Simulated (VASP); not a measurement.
Y: single point with RPBE

The system is Y.

```
Y
1.0
     0.00000    2.56740    2.56740
     2.56740    0.00000    2.56740
     2.56740    2.56740    0.00000
Y
1
Direct
  0.00000 0.00000 0.00000
```

- Program: VASP 6.6.1
- Task: single point
- Functional: RPBE
- Potentials or basis: VASP PAW PBE potentials, release 64 (Y_sv)
- Cutoff: 520 eV
- k mesh: 9 × 9 × 9
- Occupations: fermi-dirac, width 0.05 eV
- Spin: no spin polarisation
- Dipole correction: no
- Further INCAR settings: ALGO = Normal; EDIFF = 1e-07; NBANDS = 12

| Quantity | Value |
| --- | --- |
| Pressure | -0.1 GPa |

Levels at points of the mesh, in eV from the Fermi level:
```csv
k point,band 3,band 4,band 5,band 6,band 7,band 8
"(0.00, 0.00, 0.00)",-22.58,-22.58,-4.71,1.73,1.73,1.73
```

Wall time 10 s on 1 thread of Intel(R) Xeon(R) 6975P-C (Granite Rapids), with other jobs on the host, peak memory 0.17 GiB.

Caveat: the PAW data sets were made with another functional, which shifts forces and pressure a little.
